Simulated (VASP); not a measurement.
Set up this calculation in VASP 6.6.1, as the native input.

```
Task                   : single point
Functional             : PBE
Dispersion             : D3(BJ)
Potentials or basis    : VASP PAW PBE potentials, release 64 (Te)
Cutoff                 : 520 eV
k mesh                 : 12 × 12 × 6
Occupations            : gaussian, width 0.01 eV
Spin                   : no spin polarisation
Dipole correction      : no
Further INCAR settings : ALGO = Normal; EDIFF = 1e-06; NBANDS = 16
```

The structure of Te lies in POSCAR:

```
Te
1.0
    4.3186088734      0.0000000000      0.0000000000
   -2.1593044367      3.7400249934      0.0000000000
    0.0000000000      0.0000000000      5.9657427892
Te
3
Direct
    0.2847388758      0.0000000000      0.3333333333
    0.0000000000      0.2847388758      0.6666666667
    0.7152611242      0.7152611242      0.0000000000
```

The input as run:

INCAR

```
SYSTEM = Te
PREC = Accurate
ENCUT = 520
EDIFF = 1E-6
ISMEAR = 0
SIGMA = 0.01
LREAL = .FALSE.
LASPH = .TRUE.
NELM = 60
ALGO = Normal
ISIF = 2
LWAVE = .FALSE.
LCHARG = .FALSE.
GGA = PE
IVDW = 12
NBANDS = 16
```

KPOINTS

```
Automatic mesh
0
G
  12 12 6
  0 0 0
```

Potentials or basis: VASP PAW PBE potentials, release 64 (Te).

Command:

```sh
$ cat potpaw_PBE.64/Te/POTCAR > POTCAR
$ mpirun -np 1 vasp_std > vasp.out
```

Results of the run:

```json
{"Pressure": "0.0 GPa", "Largest force": "0.012 eV/Å", "Band gap on the k mesh": "0.02 eV", "Dispersion energy per atom": "-0.456 eV"}
```

Caveat: spin-orbit coupling is left out, which moves the levels of the heavy elements.

It took 2.1 min on 1 thread of Oxide Virtual Turin-like Processor, with other jobs on the host, peak memory 0.26 GiB.
